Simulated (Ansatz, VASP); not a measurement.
One calculation of KMgF3, two programs

File INCAR:

```
SYSTEM = KMgF3
PREC = Accurate
ENCUT = 520
EDIFF = 1E-6
ISMEAR = 0
SIGMA = 0.01
LREAL = .False.
LASPH = .True.
NELM = 80
ALGO = Normal
ISIF = 2
LWAVE = .False.
LCHARG = .True.
GGA = PE
LELF = .True.
LVHAR = .True.
NBANDS = 24
```

The input KPOINTS:

```
regular mesh
0
Gamma
  6 6 6
  0 0 0
```

Contents of POSCAR:

```
KMgF3
1.0
    4.1333717751      0.0000000000      0.0000000000
    0.0000000000      4.1333717751      0.0000000000
    0.0000000000      0.0000000000      4.1333717751
K Mg F
1 1 3
Direct
    0.0000000000      0.0000000000      0.0000000000
    0.5000000000      0.5000000000      0.5000000000
    0.5000000000      0.5000000000      0.0000000000
    0.5000000000      0.0000000000      0.5000000000
    0.0000000000      0.5000000000      0.5000000000
```

Input for Ansatz:

```yaml
crystal:
  lattice:
    - [4.1333717751, 0.0, 0.0]
    - [0.0, 4.1333717751, 0.0]
    - [0.0, 0.0, 4.1333717751]
  atoms:
    - { symbol: K, position: [0.0, 0.0, 0.0] }
    - { symbol: Mg, position: [0.5, 0.5, 0.5] }
    - { symbol: F, position: [0.5, 0.5, 0.0] }
    - { symbol: F, position: [0.5, 0.0, 0.5] }
    - { symbol: F, position: [0.0, 0.5, 0.5] }
kpoints:
  mp_grid: { grid: [6, 6, 6] }
hamiltonian:
  xc: pbe
scf:
  occupations: { method: fixed }
  n_extra_bands: 5
output:
  forces: true
  stress: true
  eigenvalues: true
```

Alike in both runs: task single point; functional PBE; k mesh 6 × 6 × 6; no spin polarisation.

|  | VASP | Ansatz |
| --- | --- | --- |
| version | VASP 6.6.1 | Ansatz 0.2.0 |
| potentials or method | VASP PAW PBE potentials, release 64 (K_sv, Mg, F) | plane waves, PAW |
| plane-wave cutoff (eV) | 520 | 420 |
| occupations | gaussian, width 0.01 eV | fixed |
| valence electrons in the cell | 32 | 40 |

```tsv
	VASP	Ansatz	Ansatz less VASP
gap on the k mesh at the Fermi level (eV)	6.53	6.56	+0.032
pressure (GPa)	-3.8	-3.4	+0.41
```

VASP's potentials hold 32 valence electrons a cell and Ansatz's 40, so a difference there can come from the potentials and not from the codes.
